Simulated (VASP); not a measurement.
Wanted: the native input for a VASP 6.6.1 run.

```yaml
Task: single point
Functional: r2SCAN
Potentials_or_basis: VASP PAW PBE potentials, release 64 (Zn, O_h)
Cutoff: 910 eV
k_mesh: 10 × 10 × 10
Occupations: gaussian, width 0.01 eV
Spin: no spin polarisation
Dipole_correction: no
Second_run: hard_potentials
Further_INCAR_settings: ALGO = Normal; EDIFF = 1e-06; NBANDS = 16
```

Crystal: ZnO.

```
CELL_PARAMETERS angstrom
0.00000 2.13377 2.13377
2.13377 0.00000 2.13377
2.13377 2.13377 0.00000
ATOMIC_POSITIONS crystal
Zn 0.00000 0.00000 0.00000
O 0.50000 0.50000 0.50000
```

These files were run (other wordings do the same):

POSCAR

```
ZnO
1.0
    0.0000000000      2.1337703972      2.1337703972
    2.1337703972      0.0000000000      2.1337703972
    2.1337703972      2.1337703972      0.0000000000
Zn O
1 1
Direct
    0.0000000000      0.0000000000      0.0000000000
    0.5000000000      0.5000000000      0.5000000000
```

INCAR.step1

```
PREC = Accurate
ENCUT = 910
ISMEAR = 0
SIGMA = 0.01
LREAL = F
LASPH = T
NELM = 120
NBANDS = 16
GGA = PE
ALGO = Normal
EDIFF = 1E-5
LWAVE = T
LCHARG = F
GGA_COMPAT = F
```

INCAR.step2

```
PREC = Accurate
ENCUT = 910
EDIFF = 1E-6
ISMEAR = 0
SIGMA = 0.01
LREAL = F
LASPH = T
NELM = 120
ALGO = Normal
ISIF = 2
LWAVE = F
LCHARG = F
METAGGA = R2SCAN
LMIXTAU = T
NBANDS = 16
ISTART = 1
GGA_COMPAT = F
```

KPOINTS

```
regular mesh
0
Gamma
  10 10 10
```

Potentials or basis: VASP PAW PBE potentials, release 64 (Zn, O_h).

The run is started by

```console
$ cat potpaw_PBE.64/Zn/POTCAR potpaw_PBE.64/O_h/POTCAR > POTCAR
$ cp INCAR.step1 INCAR
$ mpirun -np 1 vasp_std > vasp.out
$ cp INCAR.step2 INCAR
$ mpirun -np 1 vasp_std > vasp.out
```

Results of the run:

The pressure is 1.1 GPa and the band gap on the k mesh is 1.55 eV, indirect (least direct gap 2.99 eV).

Caveat: the cutoff is under 1.25 times the usual one of these potentials, so pressure, stress and relaxed cells hold a basis-set (Pulay) error; the PAW data sets were made with another functional, which shifts forces and pressure a little.

It took 75 s on 1 thread of Intel(R) Xeon(R) 6975P-C (Granite Rapids), with other jobs on the host, peak memory 0.19 GiB.
